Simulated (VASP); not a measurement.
# Pt (P6_3/mmc) in VASP: notebook

The runs below take Pt through single point, with PBEsol.

Program: VASP 6.6.1. These are calculated values, not measurements. Logs are shortened: lines on timing, memory, paths and dates and some standing lists are left out, and cuts for length are marked.

**1. The cell of the first run**

It takes space group P6_3/mmc (No. 194, hexagonal). The conventional cell has a = 2.534 Å, b = 2.534 Å, c = 4.550 Å, α = 90.00°, β = 90.00°, γ = 120.00°. Pt (site symmetry -6m2) has 12 Pt at 2.53 to 2.70 Å within 3.3 Å.

This isn't the form of Pt at room conditions, which is fcc.

**2. Single point, PBEsol**

Input file INCAR:

```
PREC     = Accurate       # precision mode
ENCUT    = 520            # plane-wave cutoff, eV
EDIFF    = 1E-7           # SCF threshold, eV
ISMEAR   = 0              # smearing method
SIGMA    = 0.15           # smearing width, eV
LREAL    = F              # projectors in reciprocal space
LASPH    = T              # aspherical terms in the spheres
NELM     = 100            # most SCF steps
ALGO     = Normal         # electronic algorithm
ISIF     = 2              # what is computed and relaxed
LWAVE    = F              # write WAVECAR
LCHARG   = F              # write CHGCAR
GGA      = PS             # functional
NBANDS   = 17             # bands
```

Input file KPOINTS:

```
Automatic mesh
0
Gamma
  18 18 10
```

Input file POSCAR:

```
Pt
1.0
    2.5344000000      0.0000000000      0.0000000000
   -1.2672000000      2.1948547833      0.0000000000
    0.0000000000      0.0000000000      4.5500000000
Pt
2
Direct
    0.6666666667      0.3333333333      0.7500000000
    0.3333333333      0.6666666667      0.2500000000
```

Potentials or basis: VASP PAW PBE potentials, release 64 (Pt).

Command:

```
cat potpaw_PBE.64/Pt/POTCAR > POTCAR
mpirun -np 1 vasp_std > vasp.out
```

OUTCAR:

```text
PREC = Accurate
   ENCUT = 520
   EDIFF = 1E-7
   ISMEAR = 0
   LREAL = F
   LASPH = T
   NELM = 100
   ISIF = 2
   GGA = PS

 ion  position               nearest neighbor table
   1  0.667  0.333  0.750-   2 2.70   2 2.70   2 2.70   2 2.70   2 2.70   2 2.70
   2  0.333  0.667  0.250-   1 2.70   1 2.70   1 2.70   1 2.70   1 2.70   1 2.70

  LATTYP: Found a hexagonal cell.
 ALAT       =     2.5344000000
 C/A-ratio  =     1.7952967172

  Lattice vectors:

 A1 = (   2.5344000000,   0.0000000000,   0.0000000000)
 A2 = (  -1.2672000000,   2.1948547833,   0.0000000000)
 A3 = (   0.0000000000,   0.0000000000,   4.5500000000)

Analysis of symmetry for initial positions (statically):
=====================================================================
 Subroutine PRICEL returns:
 Original cell was already a primitive cell.

 Routine SETGRP: Setting up the symmetry group for a
 hexagonal supercell.

 Subroutine GETGRP returns: Found 24 space group operations
 (whereof 12 operations were pure point group operations)
 out of a pool of 24 trial point group operations.

The static configuration has the point symmetry D_3d.
 The point group associated with its full space group is D_6h.

Analysis of symmetry for dynamics (positions and initial velocities):
=====================================================================
 Subroutine PRICEL returns:
 Original cell was already a primitive cell.

 Routine SETGRP: Setting up the symmetry group for a
 hexagonal supercell.

 Subroutine GETGRP returns: Found 24 space group operations
 (whereof 12 operations were pure point group operations)
 out of a pool of 24 trial point group operations.

The dynamic configuration has the point symmetry D_3d.
 The point group associated with its full space group is D_6h.

 Subroutine INISYM returns: Found 24 space group operations
 (whereof 12 operations are pure point group operations),
 and found     1 'primitive' translations

----------------------------------------------------------------------------------------

                                     Primitive cell

  volume of cell :      25.3100

  direct lattice vectors                    reciprocal lattice vectors
     2.534400000  0.000000000  0.000000000     0.394570707  0.227805504  0.000000000
    -1.267200000  2.194854783  0.000000000     0.000000000  0.455611008  0.000000000
     0.000000000  0.000000000  4.550000000     0.000000000  0.000000000  0.219780220

  length of vectors
     2.534400000  2.534400000  4.550000000     0.455611008  0.455611008  0.219780220

  position of ions in fractional coordinates (direct lattice)
     0.666666667  0.333333333  0.750000000
     0.333333333  0.666666667  0.250000000

  ion indices of the primitive-cell ions
   primitive index   ion index
                 1           1
                 2           2

----------------------------------------------------------------------------------------

 KPOINTS: Automatic mesh

Automatic generation of k-mesh.
 Grid dimensions read from file:
 generate k-points for:   18   18   10

 Generating k-lattice:

  Cartesian coordinates                     Fractional coordinates (reciprocal lattice)
     0.021920595  0.012655861  0.000000000     0.055555556  0.000000000  0.000000000
     0.000000000  0.025311723  0.000000000     0.000000000  0.055555556  0.000000000
     0.000000000  0.000000000  0.021978022     0.000000000  0.000000000  0.100000000

  Length of vectors
     0.025311723  0.025311723  0.021978022

  Shift w.r.t. Gamma in fractional coordinates (k-lattice)
     0.000000000  0.000000000  0.000000000

 Subroutine IBZKPT returns following result:
 ===========================================

 Found    222 irreducible k-points:

 Following reciprocal coordinates:
            Coordinates               Weight
  0.000000  0.000000  0.000000      1.000000
  0.055556  0.000000  0.000000      6.000000
  0.111111  0.000000  0.000000      6.000000
  0.166667  0.000000  0.000000      6.000000
  0.222222  0.000000  0.000000      6.000000
  0.277778 -0.000000  0.000000      6.000000
[... 16 lines left out ...]
  0.333333  0.111111  0.000000     12.000000
  0.388889  0.111111  0.000000     12.000000
 [... further k-points ...]
   k-points           NKPTS =    222   k-points in BZ     NKDIM =    222   number of bands    NBANDS=     17
   number of dos      NEDOS =    301   number of ions     NIONS =      2
   total plane-waves  NPLWV =  14400
   dimension x,y,z NGX =    20 NGY =   20 NGZ =   36
   dimension x,y,z NGXF=    40 NGYF=   40 NGZF=   72
   ions per type =               2
   NGX,Y,Z   is equivalent  to a cutoff of  13.12, 13.12, 13.15 a.u.
   NGXF,Y,Z  is equivalent  to a cutoff of  26.24, 26.24, 26.31 a.u.
 SYSTEM =  unknown system
   PREC   = accura    normal or accurate (medium, high low for compatibility)
   ISTART =      0    job   : 0-new  1-cont  2-samecut
   ICHARG =      2    charge: 1-file 2-atom 10-const
   ISPIN  =      1    spin polarized calculation?
   LNONCOLLINEAR =      F non collinear calculations
   LSORBIT =      F    spin-orbit coupling
   LASPH  =      T    aspherical Exc in radial PAW
   ENCUT  =  520.0 eV  38.22 Ry    6.18 a.u.   4.71  4.71  8.46*2*pi/ulx,y,z
   NELM   =    100;   NELMIN=  2; NELMDL= -5     # of ELM steps
   EDIFF  = 0.1E-06   stopping-criterion for ELM
   LREAL  =      F    real-space projection
   EDIFFG = 0.1E-05   stopping-criterion for IOM
   NSW    =      0    number of steps for IOM
   IBRION =     -1    ionic relax: 0-MD 1-quasi-New 2-CG
   NFREE  =      0    steps in history (QN), initial steepest desc. (CG)
   ISIF   =      2    stress and relaxation
   ISYM   =      2    0-nonsym 1-usesym 2-fastsym
   POTIM  = 0.5000    time-step for ionic-motion
   TEBEG  =    0.0;   TEEND  =   0.0 temperature during run
   PSTRESS=    0.0 pullay stress
   NELECT =      20.0000    total number of electrons
   NUPDOWN=      -1.0000    fix difference up-down
   EMIN   =  10.00;   EMAX   =-10.00  energy-range for DOS
   EFERMI =   0.00;   METHOD = LEGACY
   ISMEAR =     0;   SIGMA  =   0.15  broadening in eV -4-tet -1-fermi 0-gaus
   EFERMI_NEDOS =   21; number of points for ismear=-14 and -15
   IALGO  =     38    algorithm
   IMIX   =      4    mixing-type and parameters
     AMIX     =   0.40;   BMIX     =  1.00
     AMIX_MAG =   1.60;   BMIX_MAG =  1.00
  volume/ion in A,a.u.               =      12.66        85.40
  Fermi-wavevector in a.u.,A,eV,Ry     =   1.513517  2.860133 31.167335  2.290735
  Thomas-Fermi vector in A             =   2.623298
   LORBIT       =      0    0 simple, 1 ext, 2 COOP (PROOUT), +10 PAW based schemes
   GGA     = PS    functional components
   LHFCALC =     F    Hartree Fock is set to
   AEXX    =    0.0000 exact exchange contribution
   IVDW    =     0    specifies the selected vdW correction
   LEPSILON=     F    determine dielectric tensor
   LRPA    =     F    only Hartree local field effects (RPA)
 non-spin polarized calculation
 Gauss-broadening in eV      SIGMA  =   0.15
  energy-cutoff  :      520.00
  volume of cell :       25.31
 maximum number of plane-waves:       696
 NGX is ok and might be reduce to    20
   NGX =  9   NGY =  9   NGZ = 17

 number of electron      20.0000001 magnetization

 Free energy of the ion-electron system (eV)
  ---------------------------------------------------
  ext. energy  EPLUGINS =         0.00000000
  ---------------------------------------------------
  free energy    TOTEN  =       -12.68752682 eV

  energy without entropy =      -12.66172649  energy(sigma->0) =      -12.67462666

 E-fermi :  14.7539     XC(G=0): -14.6728

 val. band max:       14.7479744297   @ k =   0.2778  -0.0000   0.0000
 cond. band min:      14.7621750274   @ k =   0.3889   0.0000   0.4000
 fundamental gap:      0.0142005976
 Fermi energy:        14.7539330809

 k-point     1 :       0.0000    0.0000    0.0000
  band No.  band energies     occupation
      1       2.3868      2.00000
      2       5.0602      2.00000
      3       8.8066      2.00000
      4       9.8527      2.00000
      5       9.8527      2.00000
      6      10.3193      2.00000
[... 9 lines left out ...]
     16      31.7202      0.00000
     17      38.2055      0.00000

 k-point     2 :       0.0556    0.0000    0.0000
  band No.  band energies     occupation
      1       2.5330      2.00000
      2       5.2035      2.00000
      3       8.8378      2.00000
      4       9.7903      2.00000
      5       9.9765      2.00000
      6      10.2274      2.00000
[... 9 lines left out ...]
     16      32.0059      0.00000
     17      36.7899      0.00000

 k-point     3 :       0.1111    0.0000    0.0000
  band No.  band energies     occupation
      1       2.9568      2.00000
      2       5.6053      2.00000
      3       8.8480      2.00000
      4       9.6902      2.00000
      5      10.0331      2.00000
      6      10.3428      2.00000
[... 9 lines left out ...]
     16      32.7840      0.00000
     17      35.0765      0.00000

 k-point     4 :       0.1667    0.0000    0.0000
  band No.  band energies     occupation
      1       3.6099      2.00000
      2       6.1516      2.00000
      3       8.7338      2.00000
      4       9.4664      2.00000
      5       9.8509      2.00000
      6      10.1803      2.00000
[... 9 lines left out ...]
     16      33.5734      0.00000
     17      33.8445      0.00000

 k-point     5 :       0.2222    0.0000    0.0000
  band No.  band energies     occupation
      1       4.3959      2.00000
      2       6.5491      2.00000
      3       8.7976      2.00000
      4       8.9162      2.00000
      5       9.1537      2.00000
      6      10.7919      2.00000
[... 9 lines left out ...]
     16      33.6877      0.00000
     17      33.9157      0.00000

 k-point     6 :       0.2778   -0.0000    0.0000
  band No.  band energies     occupation
      1       5.1460      2.00000
      2       6.5189      2.00000
      3       8.1203      2.00000
      4       8.9794      2.00000
      5       9.3742      2.00000
      6      10.6864      2.00000
[... 9 lines left out ...]
     16      32.1270      0.00000
     17      34.4131      0.00000

 k-point     7 :       0.3333    0.0000    0.0000
  band No.  band energies     occupation
      1       5.6386      2.00000
      2       6.2658      2.00000
      3       7.4823      2.00000
      4       9.1558      2.00000
      5      10.1482      2.00000
      6      10.2738      2.00000
[... 9 lines left out ...]
     16      30.6297      0.00000
     17      33.2247      0.00000

 k-point     8 :       0.3889    0.0000    0.0000
  band No.  band energies     occupation
      1       5.7694      2.00000
      2       6.0554      2.00000
      3       7.0163      2.00000
      4       9.6421      2.00000
      5       9.9583      2.00000
      6      10.7393      2.00000
[... 9 lines left out ...]
     16      29.3126      0.00000
     17      30.3645      0.00000
[... 203 lines left out ...]
      1       3.9940      2.00000
      2       6.5146      2.00000
      3       8.4944      2.00000
      4       9.4826      2.00000
      5       9.5011      2.00000
      6       9.9752      2.00000
[... 9 lines left out ...]
     16      32.6846      0.00000
     17      32.9678      0.00000

 k-point    20 :       0.1667    0.1111    0.0000
  band No.  band energies     occupation
      1       4.7811      2.00000
      2       7.0164      2.00000
      3       8.2964      2.00000
      4       8.7308      2.00000
      5       9.2502      2.00000
      6      10.4136      2.00000
[... 9 lines left out ...]
     16      31.7676      0.00000
     17      33.1995      0.00000

 k-point    21 :       0.2222    0.1111    0.0000
  band No.  band energies     occupation
      1       5.5755      2.00000
      2       7.0171      2.00000
      3       8.0566      2.00000
      4       8.5536      2.00000
      5       9.2506      2.00000
      6      10.1831      2.00000
[... 9 lines left out ...]
     16      30.8129      0.00000
     17      33.9523      0.00000

 k-point    22 :       0.2778    0.1111    0.0000
  band No.  band energies     occupation
      1       6.1387      2.00000
      2       6.7230      2.00000
      3       7.5008      2.00000
      4       8.9523      2.00000
      5       9.7637      2.00000
      6       9.9168      2.00000
[... 9 lines left out ...]
     16      30.0173      0.00000
     17      33.3188      0.00000

 k-point    23 :       0.3333    0.1111    0.0000
  band No.  band energies     occupation
      1       6.2968      2.00000
      2       6.4990      2.00000
      3       7.0884      2.00000
      4       9.5273      2.00000
      5       9.7619      2.00000
      6      10.3632      2.00000
[... 9 lines left out ...]
     16      29.4085      0.00000
     17      30.9578      0.00000

 k-point    24 :       0.3889    0.1111    0.0000
  band No.  band energies     occupation
      1       6.1761      2.00000
      2       6.4570      2.00000
      3       6.8351      2.00000
      4       9.7045      2.00000
      5      10.1571      2.00000
      6      10.3524      2.00000
[... 9 lines left out ...]
     16      29.0040      0.00000
     17      29.0260      0.00000

 [... further k-points ...]

------------------------ aborting loop because EDIFF is reached ----------------------------------------

  FORCE on cell =-STRESS in cart. coord.  units (eV):
  Direction    XX          YY          ZZ          XY          YZ          ZX
  --------------------------------------------------------------------------------------
  -------------------------------------------------------------------------------------
  Total       15.0841155     15.0841155      9.7005160     -0.0000000      0.0000000      0.0000000
  in kB      954.8564455    954.8564455    614.0631962     -0.0000000      0.0000000      0.0000000
  external PRESSURE =     841.2586957 kB  Pullay stress =       0.0000000 kB

 VOLUME and BASIS-vectors are now :
 -----------------------------------------------------------------------------
  energy-cutoff  :      520.00
  volume of cell :       25.31
      direct lattice vectors                 reciprocal lattice vectors
     2.534400000  0.000000000  0.000000000     0.394570707  0.227805504  0.000000000
    -1.267200000  2.194854783  0.000000000     0.000000000  0.455611008  0.000000000
     0.000000000  0.000000000  4.550000000     0.000000000  0.000000000  0.219780220

 POSITION                                       TOTAL-FORCE (eV/Angst)
 -----------------------------------------------------------------------------------
      1.26720      0.73162      3.41250        -0.000000     -0.000000      0.000000
     -0.00000      1.46324      1.13750         0.000000      0.000000      0.000000
 -----------------------------------------------------------------------------------
    total drift:                               -0.000000      0.000000     -0.000000

  FREE ENERGIE OF THE ION-ELECTRON SYSTEM (eV)
  ---------------------------------------------------
  free  energy   TOTEN  =       -12.6875268242 eV

  energy  without entropy=      -12.6617264949  energy(sigma->0) =      -12.67462666
```

Wall time 29 s (1 thread of Intel Xeon 6975P-C (Granite Rapids), shared host); peak memory 0.2 GiB.

Results:

| Quantity | Value |
| --- | --- |
| Free energy | -12.6875 eV |
| Pressure | 84.1 GPa |
| Band gap on the k mesh | zero (bands 10 and 11 overlap by 2.00 eV) |

Caveat: the stress differs along the axes, from 61 to 95 GPa; the PAW data sets were made with another functional, which shifts forces and pressure a little; spin-orbit coupling is left out, which moves the levels of the heavy elements.

(Continued in part 2 of 2.)
